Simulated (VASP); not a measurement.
Here is a VASP 6.6.1 calculation.

File INCAR:

```
SYSTEM = Rh
  PREC = Accurate
  ENCUT = 520
  EDIFF = 1E-6
  ISMEAR = 0
  SIGMA = 0.15
  LREAL = .FALSE.
  LASPH = .TRUE.
  NELM = 60
  ALGO = Fast
  ISIF = 2
  LWAVE = .FALSE.
  LCHARG = .FALSE.
  GGA = PS
  NBANDS = 14
```

Contents of KPOINTS:

```
regular mesh
0
G
  22 22 22
  0 0 0
```

File POSCAR:

```
Rh
1.0
    0.0000000000      1.9015500000      1.9015500000
    1.9015500000      0.0000000000      1.9015500000
    1.9015500000      1.9015500000      0.0000000000
Rh
1
Direct
    0.0000000000      0.0000000000      0.0000000000
```

Potentials or basis: VASP PAW PBE potentials, release 64 (Rh_pv).

Launch:

```sh
$ cat potpaw_PBE.64/Rh_pv/POTCAR > POTCAR
$ mpirun -np 1 vasp_std > vasp.out
```

Question: What does it give for the pressure?

Answer: -5.2 GPa.

Caveat: the PAW data sets were made with another functional, which shifts forces and pressure a little.
